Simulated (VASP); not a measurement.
Here is a VASP 6.6.1 calculation.

INCAR

```
SYSTEM = Sb
  PREC = Accurate
  ENCUT = 600
  EDIFF = 1E-6
  ISMEAR = 0
  SIGMA = 0.1
  LREAL = .FALSE.
  LASPH = .TRUE.
  NELM = 100
  ALGO = Normal
  ISIF = 3
  LWAVE = .FALSE.
  LCHARG = .FALSE.
  GGA = PE
  IBRION = 2
  NSW = 70
  EDIFFG = -0.008
  PSTRESS = 80.0
```

File KPOINTS:

```
Automatic mesh
0
G
  14 10 10
  0 0 0
```

Contents of POSCAR:

```
Sb
1.0
    2.9898520234      0.0000000000      0.0104740443
    0.0000000000      4.2225747239      0.0000000000
   -0.0224742745      0.0000000000      4.2221360821
Sb
2
Direct
    1.0000383044      0.7500000000      0.7499731063
   -0.0000383044      0.2500000000      0.2500268937
```

Potentials or basis: VASP PAW PBE potentials, release 64 (Sb).

Command:

```bash
$ cat potpaw_PBE.64/Sb/POTCAR > POTCAR
$ mpirun -np 1 vasp_std > vasp.out
```

Question: Estimate the band gap on the k mesh.

Answer: Zero (bands 5 and 6 overlap by 9.90 eV).

Question: Predict the relaxed volume.

Answer: 26.82 Å³/atom.

Final structure:
```xyz
2
Lattice="2.9981 0.0000 0.0105 0.0000 4.2301 0.0000 -0.0225 0.0000 4.2297" Properties=species:S:1:pos:R:3 pbc="T T T"
Sb   -0.0168    3.1726    3.1722
Sb    2.9924    1.0575    1.0680
```

Caveat: the cell is relaxed towards a set pressure, so the run minimises the enthalpy, not the energy; spin-orbit coupling is left out, which moves the levels of the heavy elements.
